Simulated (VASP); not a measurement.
**Ba: single point with PBE**

Ba:

```
Ba
1.0
    -2.45533    2.45533    2.45533
     2.45533   -2.45533    2.45533
     2.45533    2.45533   -2.45533
Ba
1
Direct
  0.00000 0.00000 0.00000
```

This cell differs from its parent crystal: volume scaled by 0.94.

```
Program             : VASP 6.6.1
Task                : single point
Functional          : PBE
Potentials or basis : VASP PAW PBE potentials, release 64 (Ba_sv)
Cutoff              : 520 eV
k mesh              : 8 × 8 × 8
Occupations         : methfessel-paxton, width 0.05 eV
Spin                : collinear spin, ferromagnetic start
Starting moments    : [0.5] μB
```

```
Pressure                                              : 0.7 GPa
Net moment                                            : -0.04 μB per cell
Valence electrons inside the program's atomic spheres : Ba 7.91
```

Levels at points of the mesh, in eV from the Fermi level:
Spin up:
```csv
k point,band 3,band 4,band 5,band 6,band 7,band 8
"(0.00, 0.00, 0.00)",-13.59,-13.59,-2.66,2.00,2.00,2.00
"(0.50, 0.00, 0.00)",-13.77,-13.60,-0.82,0.79,1.57,3.49
"(0.50, 0.50, 0.50)",-13.98,-13.98,-0.52,-0.52,4.79,4.79
```
Spin down:
```tsv
k point	band 3	band 4	band 5	band 6	band 7	band 8
(0.00, 0.00, 0.00)	-13.60	-13.60	-2.70	2.00	2.00	2.00
(0.50, 0.00, 0.00)	-13.78	-13.60	-0.85	0.77	1.53	3.47
(0.50, 0.50, 0.50)	-13.98	-13.98	-0.56	-0.56	4.76	4.76
```

Wall time 23 s on 1 thread of Intel(R) Xeon(R) Platinum 8488C (Sapphire Rapids), on a shared host, peak memory 0.21 GiB.

Caveat: spin-orbit coupling is left out, which moves the levels of the heavy elements.
